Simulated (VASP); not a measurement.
Set up this calculation in VASP 6.6.1, as the native input.

| Property | Result |
| --- | --- |
| Task | relaxation of cell and atoms |
| Functional | PBEsol |
| Potentials or basis | VASP PAW PBE potentials, release 64 (Hf_pv, N) |
| Cutoff | 600 eV |
| k mesh | 8 × 8 × 4 |
| Occupations | methfessel-paxton, width 0.1 eV |
| Spin | no spin polarisation |
| Dipole correction | no |
| Further INCAR settings | ALGO = Normal; EDIFF = 1e-07; IBRION = 2; EDIFFG = -0.01; NSW = 80; ISIF = 3 |

The structure of HfN lies in POSCAR:

```
HfN
1.0
    3.1339080000      0.0000000000      0.0000000000
   -1.5669540000      2.7140440000      0.0000000000
    0.0000000000      0.0000000000      5.4167680000
Hf N
2 2
Direct
    0.6666666667      0.3333333333      0.7500000000
    0.3333333333      0.6666666667      0.2500000000
    0.0000000000      0.0000000000      0.0000000000
    0.0000000000      0.0000000000      0.5000000000
```

One way to write it, as run:

INCAR

```
SYSTEM = HfN
PREC = Accurate
ENCUT = 600
EDIFF = 1E-7
ISMEAR = 1
SIGMA = 0.1
LREAL = .False.
LASPH = .True.
NELM = 100
ALGO = Normal
ISIF = 3
LWAVE = .False.
LCHARG = .False.
GGA = PS
IBRION = 2
NSW = 80
EDIFFG = -0.01
```

KPOINTS

```
Automatic mesh
0
Gamma
  8 8 4
  0 0 0
```

Potentials or basis: VASP PAW PBE potentials, release 64 (Hf_pv, N).

Command:

```sh
$ cat potpaw_PBE.64/Hf_pv/POTCAR potpaw_PBE.64/N/POTCAR > POTCAR
$ mpirun -np 1 vasp_std > vasp.out
```

Results of the run:

```json
{
 "Relaxed volume": "11.34 Å³/atom",
 "Relaxed cell": "a = 3.118 Å, b = 3.118 Å, c = 5.387 Å, α = 90.00°, β = 90.00°, γ = 120.00°",
 "Space group after relaxing (to 0.05 Å)": "P6_3/mmc (No. 194)",
 "Energy gained by relaxing": "2.4 meV/atom",
 "Ionic steps": "3",
 "Pressure after relaxing": "0.0 GPa",
 "Band gap on the k mesh": "zero (band 15 reaches 9.80 eV, above the bottom of band 16 at 7.44 eV)"
}
```

Caveat: the PAW data sets were made with another functional, which shifts forces and pressure a little; spin-orbit coupling is left out, which moves the levels of the heavy elements.

Wall time 2.1 min on 1 thread of Intel Xeon 8259CL, with other jobs on the host, peak memory 0.21 GiB.
